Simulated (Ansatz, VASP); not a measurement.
**One calculation of HfSi2B2, two programs**

```xyz
5
Lattice="3.9318 0.0000 0.0000 -1.9659 3.4050 0.0000 0.0000 0.0000 7.6032" Properties=species:S:1:pos:R:3 pbc="T T T"
Hf    0.0000    0.0000    0.0000
Si    0.0000    0.0000    4.9092
Si    0.0000    0.0000    2.6940
B     0.0000    2.2700    0.0000
B     1.9659    1.1350    0.0000
```

Alike in both runs: functional PBE; k mesh 6 × 6 × 4; occupations gaussian, width 0.1 eV; no spin polarisation.

Ansatz relaxed the structure, and its values are those at the end. VASP's run is a single point on that final structure, the one shown.

|  | VASP | Ansatz |
| --- | --- | --- |
| version | VASP 6.6.1 | Ansatz 0.2.0 |
| potentials or method | VASP PAW PBE potentials, release 64 (Hf_pv, Si, B), cutoff 520 eV | scalar-relativistic, plane waves, PAW |
| valence electrons in the cell | 24 | 40 |

VASP gave:

* gap on the k mesh at the Fermi level (eV): none
* pressure (GPa): 0.1
* rms of the force components (eV/Å): 0.006

Question: Estimate Ansatz's values.

Answer: gap on the k mesh at the Fermi level (eV): none; pressure (GPa): -0.1; rms of the force components (eV/Å): 0.007.

A gap of «none» marks a metal or a gap that the smearing closes. VASP's potentials hold 24 valence electrons a cell and Ansatz's 40, so a difference there can come from the potentials and not from the codes.

Neither program's run includes spin-orbit coupling.
